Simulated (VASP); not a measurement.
Wanted: the native input for a VASP 6.6.1 run.

```
Task                   : single point
Functional             : PBE
Dispersion             : D4
Potentials or basis    : VASP PAW PBE potentials, release 64 (Be)
Cutoff                 : 520 eV
k mesh                 : 19 × 19 × 11
Occupations            : fermi-dirac, width 0.08 eV
Spin                   : non-collinear spin, zero start, spin-orbit coupling
Starting moments       : [[0.0, 0.0, 0.0], [0.0, 0.0, 0.0]] μB
Dipole correction      : no
Further INCAR settings : ALGO = Normal; EDIFF = 1e-07; NBANDS = 16
```

The structure of Be lies in POSCAR:

```
Be
1.0
    1.7831532274      0.0000000000      0.0000000000
   -0.8915766137      1.5442559938      0.0000000000
    0.0000000000      0.0000000000      2.8702406389
Be
2
Direct
    0.3333333333      0.6666666667      0.2500000000
    0.6666666667      0.3333333333      0.7500000000
```

The input as run:

INCAR

```
PREC = Accurate
ENCUT = 520
EDIFF = 1E-7
ISMEAR = -1
SIGMA = 0.08
LREAL = F
LASPH = T
NELM = 150
ALGO = Normal
ISIF = 2
LWAVE = F
LCHARG = F
LNONCOLLINEAR = T
MAGMOM = 0 0 0 0 0 0
LORBIT = 11
LSORBIT = T
GGA_COMPAT = F
LORBMOM = T
GGA = PE
IVDW = 13
NBANDS = 16
```

KPOINTS

```
regular mesh
0
Gamma
  19 19 11
```

Potentials or basis: VASP PAW PBE potentials, release 64 (Be).

Command:

```console
$ cat potpaw_PBE.64/Be/POTCAR > POTCAR
$ mpirun -np 1 vasp_ncl > vasp.out
```

It gave:

The pressure is 261.3 GPa. The net moment is 0.00 μB per cell and the dispersion energy per atom is -0.215 eV.

Caveat: the cell stands under pressure.

Run time: 67 s on 1 thread of AMD EPYC 7R43 64-Core Processor (Zen 3), with other jobs on the host, peak memory 0.13 GiB.
